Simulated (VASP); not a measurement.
# SiC: single point with PBE

The system is SiC.

```
CELL_PARAMETERS angstrom
-3.07600 0.00000 0.00000
-1.53800 -2.66389 0.00000
0.00000 0.00000 16.09600
ATOMIC_POSITIONS crystal
Si 0.33333 0.33333 0.41006
Si 0.33333 0.33333 0.09644
Si 0.66667 0.66667 0.56687
Si 0.66667 0.66667 0.25325
C 0.33333 0.33333 0.53080
C 0.33333 0.33333 0.21718
C 0.66667 0.66667 0.06037
C 0.66667 0.66667 0.37399
```

```json
{"Program": "VASP 6.6.1", "Task": "single point", "Functional": "PBE", "Potentials or basis": "VASP PAW PBE potentials, release 64 (Si, C)", "Cutoff": "600 eV", "k mesh": "10 × 10 × 3", "Occupations": "gaussian, width 0.05 eV", "Spin": "no spin polarisation", "Dipole correction": "no", "Further INCAR settings": "ALGO = Normal; EDIFF = 1e-06; NBANDS = 26"}
```

```json
{
 "Pressure": "2.1 GPa",
 "Largest force": "2.254 eV/Å",
 "Band gap on the k mesh": "zero (band 16 reaches 3.75 eV, above the bottom of band 17 at 3.52 eV)"
}
```

Forces on the atoms (eV/Å):
```
Si   0.000  0.000 -0.117
Si   0.000  0.000 -2.254
Si   0.000  0.000 -0.115
Si   0.000  0.000 -0.195
C    0.000  0.000  0.453
C    0.000  0.000  0.415
C    0.000  0.000  1.917
C    0.000  0.000 -0.104
```

Stress tensor (GPa, compression positive):
```
2.91 0.00 0.00
0.00 2.91 0.00
0.00 0.00 0.35
```

Levels at points of the mesh, in eV from the Fermi level:
```csv
k point,band 14,band 15,band 16,band 17,band 18,band 19
"(0.00, 0.00, 0.00)",-0.61,0.05,0.05,0.27,3.91,4.72
"(0.50, 0.00, 0.00)",-2.85,-1.47,-0.28,-0.18,1.88,2.59
```

Run time: 2.7 min on 1 thread of AMD EPYC 9R45 96-Core Processor (Zen 5), with other jobs on the host, peak memory 0.34 GiB.

Caveat: forces of over 1 eV/Å act on the atoms, so gaps and moduli don't describe the material at rest.
